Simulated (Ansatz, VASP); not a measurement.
## GaSb: VASP beside Ansatz

```
CELL_PARAMETERS angstrom
0.00000 2.97390 2.97390
2.97390 0.00000 2.97390
2.97390 2.97390 0.00000
ATOMIC_POSITIONS crystal
Ga 0.00000 0.00000 0.00000
Sb 0.25000 0.25000 0.25000
```

Change from the starting cell: hydrostatic strain -3.0%.

Alike in both runs: task single point; functional HSE06; k mesh 6 × 6 × 6; no spin polarisation.

|  | VASP | Ansatz |
| --- | --- | --- |
| version | VASP 6.6.1 | Ansatz 0.2.0 |
| potentials or method | VASP PAW PBE potentials, release 64 (Ga_d, Sb) | plane waves, PAW |
| plane-wave cutoff (eV) | 520 | 420 |
| occupations | gaussian, width 0.01 eV | fixed |
| valence electrons in the cell | 18 | 28 |

```csv
,VASP,Ansatz,Ansatz less VASP
gap on the k mesh at the Fermi level (eV),1.29,1.25,-0.037
pressure (GPa),5.8,6.4,+0.57
```

VASP's potentials hold 18 valence electrons a cell and Ansatz's 28, so a difference there can come from the potentials and not from the codes. Ansatz's warnings: stress exchange threshold loose, stress scf threshold loose.

Spin-orbit coupling is off throughout.
